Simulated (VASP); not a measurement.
Input of a VASP 6.6.1 run:

Contents of INCAR:

```
PREC = Accurate
ENCUT = 600
EDIFF = 1E-6
ISMEAR = 0
SIGMA = 0.1
LREAL = F
LASPH = T
NELM = 100
ALGO = Fast
ISIF = 3
LWAVE = F
LCHARG = F
GGA = PE
IBRION = 2
NSW = 90
EDIFFG = -0.04
```

Contents of KPOINTS:

```
regular mesh
0
Gamma
  6 6 2
```

POSCAR

```
HfGa2As2
1.0
    4.3045820500      0.0000000000      0.0000000000
   -2.1522910300      3.7278774100      0.0000000000
    0.0000000000      0.0000000000      8.0597868700
Hf Ga As
1 2 2
Direct
    0.6666666700      0.3333333300      0.0000000000
    0.6666666700      0.3333333300      0.5000000000
    0.0000000000      0.0000000000      0.0000000000
    0.3333333300      0.6666666700      0.7122960100
    0.3333333300      0.6666666700      0.2877039900
```

Potentials or basis: VASP PAW PBE potentials, release 64 (Hf_pv, Ga_d, As).

Run with:

```sh
$ cat potpaw_PBE.64/Hf_pv/POTCAR potpaw_PBE.64/Ga_d/POTCAR potpaw_PBE.64/As/POTCAR > POTCAR
$ mpirun -np 1 vasp_std > vasp.out
```

(1) What does it give for the relaxed cell?

(2) Estimate the relaxed volume.

(3) What does it give for the space group after relaxing (to 0.1 Å)?

(4) Estimate the band gap on the k mesh.

Answers

(1) a = 4.595 Å, b = 4.595 Å, c = 5.850 Å, α = 90.00°, β = 90.00°, γ = 120.00°.

(2) 21.39 Å³/atom.

(3) P-6m2 (No. 187).

(4) zero (bands 23 and 24 overlap by 1.08 eV).

Caveat: the k points lie up to 0.54 Å⁻¹ apart in the final cell, too coarse for converged energies and pressures of a metal; the volume moved by over 15 % at a fixed basis, so the end points are rough; spin-orbit coupling is left out, which moves the levels of the heavy elements.
